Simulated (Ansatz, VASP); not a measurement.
# Two plane-wave programs on Mo

INCAR

```
SYSTEM = Mo
ALGO = Fast ; EDIFF = 1E-7
ENCUT = 520 ; ISIF = 2
ISMEAR = 0 ; LASPH = .TRUE.
LCHARG = .FALSE. ; LREAL = .FALSE.
LWAVE = .FALSE. ; NBANDS = 13
NELM = 80 ; PREC = Accurate
SIGMA = 0.15
```

The input KPOINTS:

```
k-points
0
G
  18 18 18
  0 0 0
```

Contents of POSCAR:

```
Mo
1.0
    2.6534450853      0.0000000000      0.0000000000
   -1.3267225426      2.2979508514      0.0000000000
    0.0000000000      0.0000000000      2.5551807000
Mo
1
Direct
    0.0000000000      0.0000000000      0.5000000000
```

Input for Ansatz:

```yaml
crystal:
  lattice:
    - [2.6534450853, 0.0, 0.0]
    - [-1.3267225426, 2.2979508514, 0.0]
    - [0.0, 0.0, 2.5551807]
  atoms:
    - { symbol: Mo, position: [0.0, 0.0, 0.5] }
basis:
  ecutwfc: 420
kpoints:
  mp_grid: { grid: [18, 18, 18] }
hamiltonian:
  xc: lda
scf:
  occupations: { method: gaussian, width: 0.15 }
output:
  forces: true
  stress: true
  eigenvalues: true
```

Change from the starting cell: strain -0.030 along x and y, +0.000 along z, atoms carried along.

Alike in both runs: task single point; functional LDA; k mesh 18 × 18 × 18; occupations gaussian, width 0.15 eV; no spin polarisation.

|  | VASP | Ansatz |
| --- | --- | --- |
| version | VASP 6.6.1 | Ansatz 0.2.0 |
| potentials or method | VASP PAW LDA potentials, release 64 (Mo_sv), cutoff 520 eV | scalar-relativistic, plane waves, PAW |
| valence electrons in the cell | 14 | 14 |

```tsv
	VASP	Ansatz	Ansatz less VASP
gap on the k mesh at the Fermi level (eV)	none	none	-
pressure (GPa)	7.9	6.7	-1.17
traceless stress, the component that is largest in VASP (GPa)	-13.29	-13.34	-0.051
```

LDA's correlation is that of Perdew and Zunger in VASP and of Perdew and Wang (1992) in Ansatz. A gap of «none» marks a metal or a gap that the smearing closes.
